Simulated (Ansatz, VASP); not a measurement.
**One calculation of RbCd, two programs**

```
Rb Cd
1.0
     0.00000    4.38615    4.38615
     4.38615    0.00000    4.38615
     4.38615    4.38615    0.00000
Rb Cd
2 2
Direct
  0.12500 0.12500 0.12500
  0.87500 0.87500 0.87500
  0.37500 0.37500 0.37500
  0.62500 0.62500 0.62500
```

Alike in both runs: functional PBE; k mesh 7 × 7 × 7; occupations fermi-dirac, width 0.05 eV; no spin polarisation.

Ansatz relaxed the structure, and its values are those at the end. VASP's run is a single point on that final structure, the one shown.

|  | VASP | Ansatz |
| --- | --- | --- |
| version | VASP 6.6.1 | Ansatz 0.2.0 |
| potentials or method | VASP PAW PBE potentials, release 64 (Rb_sv, Cd) | PAW with Ansatz's default frozen-core files, scalar-relativistic |
| plane-wave cutoff (eV) | 520 | 420 |
| valence electrons in the cell | 42 | 58 |

```tsv
	VASP	Ansatz	Ansatz less VASP
pressure (GPa)	0.0	0.0	-0.02
```

With one functional, cell and mesh, what is left measures potentials, basis and numerics. VASP's potentials hold 42 valence electrons a cell and Ansatz's 58, so a difference there can come from the potentials and not from the codes.
